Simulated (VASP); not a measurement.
A run of VASP 6.6.1:

INCAR

```
  ALGO = Normal
  EDIFF = 1E-6
  ENCUT = 520
  GGA = PS
  ISIF = 2
  ISMEAR = -1
  LASPH = True
  LCHARG = True
  LELF = True
  LREAL = False
  LVHAR = True
  LWAVE = False
  NBANDS = 14
  NELM = 80
  PREC = Accurate
  SIGMA = 0.05
```

File KPOINTS:

```
k-points
0
Gamma
  10 10 10
```

POSCAR

```
HfC
1.0
    0.0000000000      2.3250000000      2.3250000000
    2.3250000000      0.0000000000      2.3250000000
    2.3250000000      2.3250000000      0.0000000000
Hf C
1 1
Direct
    0.5000000000      0.5000000000      0.5000000000
    0.0000000000      0.0000000000      0.0000000000
```

Potentials or basis: VASP PAW PBE potentials, release 64 (Hf_pv, C).

Command:

```bash
$ cat potpaw_PBE.64/Hf_pv/POTCAR potpaw_PBE.64/C/POTCAR > POTCAR
$ mpirun -np 1 vasp_std > vasp.out
```

Hardware: 1 thread of AMD EPYC 7R43 64-Core Processor (Zen 3), with other jobs on the host.

Task: Estimate the wall time of this run.

Result: It took 27 s on 1 thread of AMD EPYC 7R43 64-Core Processor (Zen 3), on a shared host, peak memory 0.11 GiB. Counts: scf iterations 12, k points 47.
